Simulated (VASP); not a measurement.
Write the native input for VASP 6.6.1 that does the following.

| Property | Result |
| --- | --- |
| Task | single point |
| Functional | PBEsol |
| Potentials or basis | VASP PAW PBE potentials, release 64 (Sn_d, O) |
| Cutoff | 520 eV |
| k mesh | 12 × 12 × 10 |
| Occupations | gaussian, width 0.15 eV |
| Spin | no spin polarisation |
| Dipole correction | no |
| Further INCAR settings | ALGO = Normal; EDIFF = 1e-07; NBANDS = 28 |

The structure of SnO lies in POSCAR:

```
SnO
1.0
    4.0957640298      0.0000000000      0.0000000000
    0.0000000000      4.0957640298      0.0000000000
    0.0000000000      0.0000000000      4.2624616259
Sn O
2 2
Direct
    0.0000000000      0.5000000000      0.2425296443
    0.5000000000      0.0000000000      0.7574703557
    0.0000000000      0.0000000000      0.0000000000
    0.5000000000      0.5000000000      0.0000000000
```

The input as run:

INCAR

```
ALGO = Normal
EDIFF = 1E-7
ENCUT = 520
GGA = PS
ISIF = 2
ISMEAR = 0
LASPH = True
LCHARG = True
LELF = True
LREAL = False
LVHAR = True
LWAVE = False
NBANDS = 28
NELM = 100
PREC = Accurate
SIGMA = 0.15
```

KPOINTS

```
k-points
0
Gamma
  12 12 10
```

Potentials or basis: VASP PAW PBE potentials, release 64 (Sn_d, O).

The run is started by

```bash
$ cat potpaw_PBE.64/Sn_d/POTCAR potpaw_PBE.64/O/POTCAR > POTCAR
$ mpirun -np 1 vasp_std > vasp.out
```

Results of the run:

```yaml
Pressure: -5.7 GPa
Largest_force: 0.006 eV/Å
Band_gap_on_the_k_mesh: 0.77 eV (least direct gap 1.39 eV)
```

Caveat: the cell stands under tension; the PAW data sets were made with another functional, which shifts forces and pressure a little; spin-orbit coupling is left out, which moves the levels of the heavy elements.

Run time: 2.1 min on 1 thread of Intel(R) Xeon(R) 6975P-C (Granite Rapids) (shared host), peak memory 0.37 GiB.
